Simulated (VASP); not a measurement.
Here is a VASP 6.6.1 calculation.

INCAR

```
PREC = Accurate ; ENCUT = 520
EDIFF = 1E-6 ; ISMEAR = 0
SIGMA = 0.1 ; LREAL = F
LASPH = T ; NELM = 100
ALGO = Normal ; ISIF = 2
LWAVE = F ; LCHARG = F
GGA = PE ; NBANDS = 16
```

KPOINTS

```
Automatic mesh
0
Gamma
  14 14 14
```

File POSCAR:

```
NbP
1.0
    0.0000000000      2.7925009449      2.7925009449
    2.7925009449      0.0000000000      2.7925009449
    2.7925009449      2.7925009449      0.0000000000
Nb P
1 1
Direct
    0.0000000000      0.0000000000      0.0000000000
    0.2500000000      0.2500000000      0.2500000000
```

Potentials or basis: VASP PAW PBE potentials, release 64 (Nb_sv, P).

Command:

```console
$ cat potpaw_PBE.64/Nb_sv/POTCAR potpaw_PBE.64/P/POTCAR > POTCAR
$ mpirun -np 1 vasp_std > vasp.out
```

(1) Estimate the pressure.

(2) Estimate the band gap on the k mesh.

Results:

(1) -0.3 GPa.

(2) zero (band 9 reaches 7.49 eV, above the bottom of band 10 at 6.80 eV).
